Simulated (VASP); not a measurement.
# Zn3SeS2 (P3m1) in VASP: further runs

Runs on Zn3SeS2. Level: PBE. Tasks: single point.

Program: VASP 6.6.1. These are calculated values, not measurements. Logs are shortened: lines on timing, memory, paths and dates and some standing lists are left out, and cuts for length are marked.

**1. The cell of the first run**

The structure is trigonal, space group P3m1 (No. 156). Conventional cell: a = 3.956 Å, b = 3.956 Å, c = 9.697 Å, α = 90.00°, β = 90.00°, γ = 120.00°. Zn (site symmetry 3m) has 3 S at 2.41 Å and 1 Se at 2.50 Å within 3.2 Å. Zn (site symmetry 3m) has 4 S at 2.38 to 2.41 Å within 3.2 Å. Zn (site symmetry 3m) has 1 S at 2.37 Å and 3 Se at 2.46 Å within 3.1 Å. Within 3.2 Å of Se (site symmetry 3m) lie 4 Zn at 2.46 to 2.50 Å. S (site symmetry 3m) has 4 Zn at 2.38 to 2.41 Å within 3.2 Å. Within 3.1 Å of S (site symmetry 3m) lie 4 Zn at 2.37 to 2.41 Å.

**2. Single point, PBE (21.90 Å³/atom)**

Contents of INCAR:

```
SYSTEM = Zn3SeS2
PREC = Accurate ; ENCUT = 520
EDIFF = 1E-6 ; ISMEAR = 0
SIGMA = 0.02 ; LREAL = .False.
LASPH = .True. ; NELM = 80
ALGO = Normal ; ISIF = 2
LWAVE = .False. ; LCHARG = .False.
GGA = PE ; NBANDS = 36
```

Contents of KPOINTS:

```
Automatic mesh
0
Gamma
  12 12 4
  0 0 0
```

Contents of POSCAR:

```
Zn3SeS2
1.0
    3.9555225429     -0.0000000292      0.0000000000
   -1.9777612462      3.4255830220      0.0000000000
    0.0000000000      0.0000000000      9.6973434608
Zn Se S
3 1 2
Direct
    0.0000000000      0.0000000000      0.0094719337
    0.6666666667      0.3333333333      0.3334225163
    0.3333333333      0.6666666667      0.6566284842
    0.0000000000      0.0000000000      0.7511751868
    0.6666666667      0.3333333333      0.0875112541
    0.3333333333      0.6666666667      0.4117896250
```

Potentials or basis: VASP PAW PBE potentials, release 64 (Zn, Se, S).

On the command line:

```console
cat potpaw_PBE.64/Zn/POTCAR potpaw_PBE.64/Se/POTCAR potpaw_PBE.64/S/POTCAR > POTCAR
mpirun -np 1 vasp_std > vasp.out
```

OUTCAR:

```text
SYSTEM = Zn3SeS2
   PREC = Accurate
   ENCUT = 520
   EDIFF = 1E-6
   ISMEAR = 0
   LREAL = .False.
   LASPH = .True.
   NELM = 80
   ISIF = 2
   GGA = PE

 ion  position               nearest neighbor table
   1  0.000  0.000  0.009-   5 2.41   5 2.41   5 2.41   4 2.50
   2  0.667  0.333  0.333-   5 2.38   6 2.41   6 2.41   6 2.41
   3  0.333  0.667  0.657-   6 2.37   4 2.46   4 2.46   4 2.46
   4  0.000  0.000  0.751-   3 2.46   3 2.46   3 2.46   1 2.50
   5  0.667  0.333  0.088-   2 2.38   1 2.41   1 2.41   1 2.41
   6  0.333  0.667  0.412-   3 2.37   2 2.41   2 2.41   2 2.41

  LATTYP: Found a hexagonal cell.
 ALAT       =     3.9555225429
 C/A-ratio  =     2.4515960548

  Lattice vectors:

 A1 = (   3.9555225429,  -0.0000000292,   0.0000000000)
 A2 = (  -1.9777612462,   3.4255830220,   0.0000000000)
 A3 = (   0.0000000000,   0.0000000000,   9.6973434608)

Analysis of symmetry for initial positions (statically):
=====================================================================
 Subroutine PRICEL returns:
 Original cell was already a primitive cell.

 Routine SETGRP: Setting up the symmetry group for a
 hexagonal supercell.

 Subroutine GETGRP returns: Found  6 space group operations
 (whereof  6 operations were pure point group operations)
 out of a pool of 24 trial point group operations.

The static configuration has the point symmetry C_3v.

Analysis of symmetry for dynamics (positions and initial velocities):
=====================================================================
 Subroutine PRICEL returns:
 Original cell was already a primitive cell.

 Routine SETGRP: Setting up the symmetry group for a
 hexagonal supercell.

 Subroutine GETGRP returns: Found  6 space group operations
 (whereof  6 operations were pure point group operations)
 out of a pool of 24 trial point group operations.

The dynamic configuration has the point symmetry C_3v.

 Subroutine INISYM returns: Found  6 space group operations
 (whereof  6 operations are pure point group operations),
 and found     1 'primitive' translations

----------------------------------------------------------------------------------------

                                     Primitive cell

  volume of cell :     131.3987

  direct lattice vectors                    reciprocal lattice vectors
     3.955522543 -0.000000029  0.000000000     0.252811100  0.145960554  0.000000000
    -1.977761246  3.425583022  0.000000000     0.000000002  0.291921112  0.000000000
     0.000000000  0.000000000  9.697343461     0.000000000  0.000000000  0.103121025

  length of vectors
     3.955522543  3.955522543  9.697343461     0.291921112  0.291921112  0.103121025

  position of ions in fractional coordinates (direct lattice)
     0.000000000  0.000000000  0.009471934
     0.666666667  0.333333333  0.333422516
     0.333333333  0.666666667  0.656628484
     0.000000000  0.000000000  0.751175187
     0.666666667  0.333333333  0.087511254
     0.333333333  0.666666667  0.411789625

  ion indices of the primitive-cell ions
   primitive index   ion index
                 1           1
                 2           2
                 3           3
                 4           4
                 5           5
                 6           6

----------------------------------------------------------------------------------------

 KPOINTS: Automatic mesh

Automatic generation of k-mesh.
 Grid dimensions read from file:
 generate k-points for:   12   12    4

 Generating k-lattice:

  Cartesian coordinates                     Fractional coordinates (reciprocal lattice)
     0.021067592  0.012163380  0.000000000     0.083333333  0.000000000  0.000000000
     0.000000000  0.024326759  0.000000000     0.000000000  0.083333333  0.000000000
     0.000000000  0.000000000  0.025780256     0.000000000  0.000000000  0.250000000

  Length of vectors
     0.024326759  0.024326759  0.025780256

  Shift w.r.t. Gamma in fractional coordinates (k-lattice)
     0.000000000  0.000000000  0.000000000

 Subroutine IBZKPT returns following result:
 ===========================================

 Found     69 irreducible k-points:

 Following reciprocal coordinates:
            Coordinates               Weight
  0.000000  0.000000  0.000000      1.000000
  0.083333 -0.000000  0.000000      6.000000
  0.166667 -0.000000  0.000000      6.000000
  0.250000  0.000000  0.000000      6.000000
  0.333333  0.000000  0.000000      6.000000
  0.416667  0.000000  0.000000      6.000000
[... 16 lines left out ...]
  0.166667 -0.000000  0.250000      6.000000
  0.000000  0.166667  0.250000      6.000000
 [... further k-points ...]
   k-points           NKPTS =     69   k-points in BZ     NKDIM =     69   number of bands    NBANDS=     36
   number of dos      NEDOS =    301   number of ions     NIONS =      6
   total plane-waves  NPLWV =  64800
   dimension x,y,z NGX =    30 NGY =   30 NGZ =   72
   dimension x,y,z NGXF=    60 NGYF=   60 NGZF=  144
   ions per type =               3   1   2
   NGX,Y,Z   is equivalent  to a cutoff of  12.61, 12.61, 12.34 a.u.
   NGXF,Y,Z  is equivalent  to a cutoff of  25.22, 25.22, 24.69 a.u.
 SYSTEM =  Zn3SeS2
   PREC   = accura    normal or accurate (medium, high low for compatibility)
   ISTART =      0    job   : 0-new  1-cont  2-samecut
   ICHARG =      2    charge: 1-file 2-atom 10-const
   ISPIN  =      1    spin polarized calculation?
   LNONCOLLINEAR =      F non collinear calculations
   LSORBIT =      F    spin-orbit coupling
   LASPH  =      T    aspherical Exc in radial PAW
   ENCUT  =  520.0 eV  38.22 Ry    6.18 a.u.   7.35  7.35 18.03*2*pi/ulx,y,z
   NELM   =     80;   NELMIN=  2; NELMDL= -5     # of ELM steps
   EDIFF  = 0.1E-05   stopping-criterion for ELM
   LREAL  =      F    real-space projection
   EDIFFG = 0.1E-04   stopping-criterion for IOM
   NSW    =      0    number of steps for IOM
   IBRION =     -1    ionic relax: 0-MD 1-quasi-New 2-CG
   NFREE  =      0    steps in history (QN), initial steepest desc. (CG)
   ISIF   =      2    stress and relaxation
   ISYM   =      2    0-nonsym 1-usesym 2-fastsym
   POTIM  = 0.5000    time-step for ionic-motion
   TEBEG  =    0.0;   TEEND  =   0.0 temperature during run
   PSTRESS=    0.0 pullay stress
   NELECT =      54.0000    total number of electrons
   NUPDOWN=      -1.0000    fix difference up-down
   EMIN   =  10.00;   EMAX   =-10.00  energy-range for DOS
   EFERMI =   0.00;   METHOD = LEGACY
   ISMEAR =     0;   SIGMA  =   0.02  broadening in eV -4-tet -1-fermi 0-gaus
   EFERMI_NEDOS =   21; number of points for ismear=-14 and -15
   IALGO  =     38    algorithm
   IMIX   =      4    mixing-type and parameters
     AMIX     =   0.40;   BMIX     =  1.00
     AMIX_MAG =   1.60;   BMIX_MAG =  1.00
  volume/ion in A,a.u.               =      21.90       147.79
  Fermi-wavevector in a.u.,A,eV,Ry     =   1.217145  2.300071 20.156246  1.481442
  Thomas-Fermi vector in A             =   2.352475
   LORBIT       =      0    0 simple, 1 ext, 2 COOP (PROOUT), +10 PAW based schemes
   GGA     = PE    functional components
   LHFCALC =     F    Hartree Fock is set to
   AEXX    =    0.0000 exact exchange contribution
   IVDW    =     0    specifies the selected vdW correction
   LEPSILON=     F    determine dielectric tensor
   LRPA    =     F    only Hartree local field effects (RPA)
 non-spin polarized calculation
 Gauss-broadening in eV      SIGMA  =   0.02
  energy-cutoff  :      520.00
  volume of cell :      131.40
 maximum number of plane-waves:      3595
 NGX is ok and might be reduce to    30
   NGX = 15   NGY = 15   NGZ = 37

 number of electron      53.9999960 magnetization

 Free energy of the ion-electron system (eV)
  ---------------------------------------------------
  ext. energy  EPLUGINS =         0.00000000
  ---------------------------------------------------
  free energy    TOTEN  =       -19.65240674 eV

  energy without entropy =      -19.65240674  energy(sigma->0) =      -19.65240674

 E-fermi :   1.7652     XC(G=0):  -9.2684

 val. band max:        1.6812029340   @ k =   0.0000   0.0000   0.0000
 cond. band min:       2.9988272024   @ k =   0.0000   0.0000   0.0000
 fundamental gap:      1.3176242683
 Fermi energy:         1.7651777114

 k-point     1 :       0.0000    0.0000    0.0000
  band No.  band energies     occupation
      1     -11.3742      2.00000
      2     -10.8190      2.00000
      3     -10.8026      2.00000
      4      -4.8125      2.00000
      5      -4.8125      2.00000
      6      -4.7925      2.00000
[... 28 lines left out ...]
     35       8.1669      0.00000
     36       8.4429      0.00000

 k-point     2 :       0.0833   -0.0000    0.0000
  band No.  band energies     occupation
      1     -11.3338      2.00000
      2     -10.7894      2.00000
      3     -10.7755      2.00000
      4      -4.8118      2.00000
      5      -4.8036      2.00000
      6      -4.7855      2.00000
[... 28 lines left out ...]
     35       8.1752      0.00000
     36       8.2970      0.00000

 k-point     3 :       0.1667   -0.0000    0.0000
  band No.  band energies     occupation
      1     -11.2185      2.00000
      2     -10.7100      2.00000
      3     -10.6979      2.00000
      4      -4.8066      2.00000
      5      -4.7796      2.00000
      6      -4.7651      2.00000
[... 28 lines left out ...]
     35       8.1404      0.00000
     36       8.5613      0.00000
[... 742 lines left out ...]
 k-point    23 :       0.1667   -0.0000    0.2500
  band No.  band energies     occupation
      1     -11.1789      2.00000
      2     -10.8817      2.00000
      3     -10.5640      2.00000
      4      -4.8050      2.00000
      5      -4.7798      2.00000
      6      -4.7752      2.00000
[... 28 lines left out ...]
     35       8.1658      0.00000
     36       8.7932      0.00000

 k-point    24 :       0.0000    0.1667    0.2500
  band No.  band energies     occupation
      1     -11.1757      2.00000
      2     -10.8892      2.00000
      3     -10.5594      2.00000
      4      -4.8144      2.00000
      5      -4.7736      2.00000
      6      -4.7626      2.00000
[... 28 lines left out ...]
     35       8.3924      0.00000
     36       8.5512      0.00000

 [... further k-points ...]
[... 5 lines left out ...]
  --------------------------------------------------------------------------------------
  -------------------------------------------------------------------------------------
  Total       -1.3326296     -1.3326296     -1.3493954      0.0000000      0.0000000      0.0000000
  in kB      -16.2490849    -16.2490849    -16.4535147      0.0000000      0.0000000      0.0000000
  external PRESSURE =     -16.3172282 kB  Pullay stress =       0.0000000 kB

 VOLUME and BASIS-vectors are now :
 -----------------------------------------------------------------------------
  energy-cutoff  :      520.00
  volume of cell :      131.40
      direct lattice vectors                 reciprocal lattice vectors
     3.955522543 -0.000000029  0.000000000     0.252811100  0.145960554  0.000000000
    -1.977761246  3.425583022  0.000000000     0.000000002  0.291921112  0.000000000
     0.000000000  0.000000000  9.697343461     0.000000000  0.000000000  0.103121025

 POSITION                                       TOTAL-FORCE (eV/Angst)
 -----------------------------------------------------------------------------------
      0.00000      0.00000      0.09185         0.000000     -0.000000      0.003399
      1.97776      1.14186      3.23331        -0.000000      0.000000     -0.008658
      0.00000      2.28372      6.36755        -0.000000      0.000000     -0.001995
      0.00000      0.00000      7.28440        -0.000000      0.000000      0.001371
      1.97776      1.14186      0.84863        -0.000000      0.000000      0.005604
      0.00000      2.28372      3.99327         0.000000     -0.000000      0.000280
 -----------------------------------------------------------------------------------
    total drift:                                0.000000      0.000001     -0.000530

  FREE ENERGIE OF THE ION-ELECTRON SYSTEM (eV)
  ---------------------------------------------------
  free  energy   TOTEN  =       -19.6524067375 eV

  energy  without entropy=      -19.6524067375  energy(sigma->0) =      -19.65240674
```

Run time: 3.4 min. Hardware: 1 thread of Intel Xeon 6975P-C (Granite Rapids), shared host; peak memory 0.44 GiB.

Results:

```yaml
Free_energy: -19.6524 eV
Pressure: -1.6 GPa
Largest_force: 0.009 eV/Å
Band_gap_on_the_k_mesh: 1.32 eV
```

Forces in eV/Å, atoms in the order of the input:
```
Zn   0.000  0.000  0.003
Zn   0.000  0.000 -0.009
Zn   0.000  0.000 -0.002
Se   0.000  0.000  0.001
S    0.000  0.000  0.006
S    0.000  0.000  0.000
```

**3. Single point, PBE (22.54 Å³/atom)**

This run uses another cell than the first one, of 22.54 Å³/atom.

Contents of INCAR:

```
PREC     = Accurate       # precision mode
ENCUT    = 520            # plane-wave cutoff, eV
EDIFF    = 1E-6           # SCF threshold, eV
ISMEAR   = 0              # smearing method
SIGMA    = 0.02           # smearing width, eV
LREAL    = F              # projectors in reciprocal space
LASPH    = T              # aspherical terms in the spheres
NELM     = 60             # most SCF steps
ALGO     = Normal         # electronic algorithm
ISIF     = 2              # what is computed and relaxed
LWAVE    = F              # write WAVECAR
LCHARG   = F              # write CHGCAR
GGA      = PE             # functional
NBANDS   = 36             # bands
```

Contents of KPOINTS:

```
Automatic mesh
0
Gamma
  12 12 4
```

Contents of POSCAR:

```
Zn3SeS2
1.0
    3.9938831952     -0.0000000295      0.0000000000
   -1.9969415721      3.4588043216      0.0000000000
    0.0000000000      0.0000000000      9.7890022295
Zn Se S
3 1 2
Direct
    0.0000000000      0.0000000000      0.0093690256
    0.6666666667      0.3333333333      0.3332873794
    0.3333333333      0.6666666667      0.6568635766
    0.0000000000      0.0000000000      0.7508413078
    0.6666666667      0.3333333333      0.0876360911
    0.3333333333      0.6666666667      0.4120016197
```

Potentials or basis: VASP PAW PBE potentials, release 64 (Zn, Se, S).

On the command line:

```console
cat potpaw_PBE.64/Zn/POTCAR potpaw_PBE.64/Se/POTCAR potpaw_PBE.64/S/POTCAR > POTCAR
mpirun -np 1 vasp_std > vasp.out
```

Wall time 3.8 min (1 thread of Intel Xeon 6975P-C (Granite Rapids), shared host); peak memory 0.44 GiB.

The run converged. Its results:

```yaml
Free_energy: -19.5950 eV
Pressure: -3.2 GPa
Largest_force: 0.006 eV/Å
Band_gap_on_the_k_mesh: 1.21 eV
```

Forces in eV/Å, atoms in the order of the input:
```
Zn   0.000  0.000  0.000
Zn   0.000  0.000 -0.001
Zn   0.000  0.000 -0.006
Se   0.000  0.000  0.006
S    0.000  0.000  0.001
S    0.000  0.000 -0.001
```

Levels at points of the mesh, in eV from the valence-band top:
```tsv
k point	band 25	band 26	band 27	band 28	band 29	band 30
(0.00, 0.00, 0.00)	-0.26	0.00	0.00	1.21	2.58	2.95
(0.50, 0.00, 0.00)	-1.75	-1.51	-1.03	3.18	3.51	3.58
(0.00, 0.00, 0.50)	-0.69	-0.05	-0.05	2.30	2.39	2.83
(0.50, 0.00, 0.50)	-1.78	-0.98	-0.87	2.63	3.52	3.78
```

Caveat: the cell stands under tension.

(Part 1 of 2 ends here.)
